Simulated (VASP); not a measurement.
SnO: single point with PBE

Crystal: SnO.

```
CELL_PARAMETERS angstrom
3.11091 0.00000 0.00000
0.00000 3.11091 0.00000
0.00000 0.00000 3.11091
ATOMIC_POSITIONS crystal
Sn 0.00000 0.00000 0.00000
O 0.50000 0.50000 0.50000
```

| Item | Value |
| --- | --- |
| Program | VASP 6.6.1 |
| Task | single point |
| Functional | PBE |
| Potentials or basis | VASP PAW PBE potentials, release 64 (Sn_d, O) |
| Cutoff | 520 eV |
| k mesh | 9 × 9 × 9 |
| Occupations | fermi-dirac, width 0.05 eV |
| Spin | no spin polarisation |

The pressure is 2.0 GPa. The band gap on the k mesh is 0.43 eV, indirect (least direct gap 0.95 eV).

Levels at points of the mesh, in eV from the valence-band top:
| k point | band 7 | band 8 | band 9 | band 10 | band 11 | band 12 | band 13 | band 14 |
| --- | --- | --- | --- | --- | --- | --- | --- | --- |
| (0.00, 0.00, 0.00) | -7.30 | -2.34 | -2.34 | -2.34 | 8.24 | 8.24 | 8.27 | 8.27 |

Run time: 30 s on 1 thread of AMD EPYC 7R13 (shared host), peak memory 0.12 GiB.

Caveat: spin-orbit coupling is left out, which moves the levels of the heavy elements. A k mesh can miss the band edges.
